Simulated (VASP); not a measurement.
Set up this calculation in VASP 6.6.1, as the native input.

```
Task                   : single point
Functional             : PBEsol
Dispersion             : D3(BJ)
Potentials or basis    : VASP PAW PBE potentials, release 64 (Bi_d)
Cutoff                 : 520 eV
k mesh                 : 18 × 18 × 18
Occupations            : gaussian, width 0.15 eV
Spin                   : no spin polarisation
Dipole correction      : no
Further INCAR settings : ALGO = Fast; EDIFF = 1e-06; NBANDS = 14
```

The structure of Bi lies in POSCAR:

```
Bi
1.0
   -1.9979353694      1.9979353694      1.9979353694
    1.9979353694     -1.9979353694      1.9979353694
    1.9979353694      1.9979353694     -1.9979353694
Bi
1
Direct
    0.0000000000      0.0000000000      0.0000000000
```

This isn't the form of Bi at room conditions, which is rhombohedral.

The input as run:

INCAR

```
SYSTEM = Bi
PREC     = Accurate       ! precision mode
ENCUT    = 520            ! plane-wave cutoff, eV
EDIFF    = 1E-6           ! SCF threshold, eV
ISMEAR   = 0              ! smearing method
SIGMA    = 0.15           ! smearing width, eV
LREAL    = .FALSE.        ! projectors in reciprocal space
LASPH    = .TRUE.         ! aspherical terms in the spheres
NELM     = 60             ! most SCF steps
ALGO     = Fast           ! electronic algorithm
ISIF     = 2              ! what is computed and relaxed
LWAVE    = .FALSE.        ! write WAVECAR
LCHARG   = .TRUE.         ! write CHGCAR
GGA      = PS             ! functional
IVDW     = 12             ! dispersion correction
LELF     = .TRUE.         ! ELF
LVHAR    = .TRUE.       
NBANDS   = 14             ! bands
```

KPOINTS

```
Automatic mesh
0
G
  18 18 18
  0 0 0
```

Potentials or basis: VASP PAW PBE potentials, release 64 (Bi_d).

The run is started by

```console
$ cat potpaw_PBE.64/Bi_d/POTCAR > POTCAR
$ mpirun -np 1 vasp_std > vasp.out
```

It gave:

```json
{
  "Pressure": "-5.8 GPa",
  "Band gap on the k mesh": "zero (an odd number of electrons rules out a gap without spin polarisation)",
  "Dispersion energy per atom": "-0.510 eV"
}
```

Caveat: the cell stands under tension; the PAW data sets were made with another functional, which shifts forces and pressure a little; spin-orbit coupling is left out, which moves the levels of the heavy elements.

Run time: 52 s on 1 thread of AMD EPYC 9R45 96-Core Processor (Zen 5), with other jobs on the host, peak memory 0.19 GiB.
